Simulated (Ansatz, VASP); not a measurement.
Two plane-wave programs on Pt8S15

```
CELL_PARAMETERS angstrom
3.58331 -6.20647 0.00000
3.58331 6.20647 0.00000
0.00000 0.00000 9.32455
ATOMIC_POSITIONS crystal
Pt 0.51403 0.00700 0.01082
Pt 0.48597 0.99297 0.48918
Pt 0.01047 0.00524 0.99629
Pt 0.98625 0.99313 0.49445
Pt 0.51403 0.50703 0.01082
Pt 0.48597 0.49300 0.48918
Pt 0.01375 0.50687 0.00555
Pt 0.98953 0.49476 0.50371
S 0.32615 0.16307 0.61741
S 0.85029 0.16834 0.13032
S 0.81763 0.16170 0.62018
S 0.34325 0.67162 0.13734
S 0.35487 0.67744 0.63569
S 0.85029 0.68195 0.13032
S 0.81763 0.65593 0.62018
S 0.50000 0.25000 0.25000
S 0.67385 0.33693 0.88259
S 0.14971 0.33166 0.36968
S 0.18237 0.33830 0.87982
S 0.65675 0.82838 0.36266
S 0.64513 0.82256 0.86431
S 0.14971 0.81805 0.36968
S 0.18237 0.84407 0.87982
```

Change from the starting cell: atom 16 (S) set half-way to the vacancy, atoms relaxed in the symmetry of that start.

Alike in both runs: functional PBE; dispersion D3(BJ); k mesh 6 × 6 × 4; occupations gaussian, width 0.1 eV; no spin polarisation.

Ansatz relaxed the structure, and its values are those at the end. VASP's run is a single point on that final structure, the one shown.

```csv
,VASP,Ansatz
version,VASP 6.6.1,Ansatz 0.2.0
potentials or method,"VASP PAW PBE potentials, release 64 (Pt, S), cutoff 520 eV","scalar-relativistic, plane waves, PAW"
valence electrons in the cell,170,234
```

```csv
,VASP,Ansatz,Ansatz less VASP
gap on the k mesh at the Fermi level (eV),none,none,-
pressure (GPa),-2.7,-2.3,+0.36
rms of the force components (eV/Å),0.017,0.008,-0.0087
```

A gap of «none» marks a metal or a gap that the smearing closes. VASP's potentials hold 170 valence electrons a cell and Ansatz's 234, so a difference there can come from the potentials and not from the codes. Ansatz's warnings: stress scf threshold loose.

Spin-orbit coupling is off throughout.
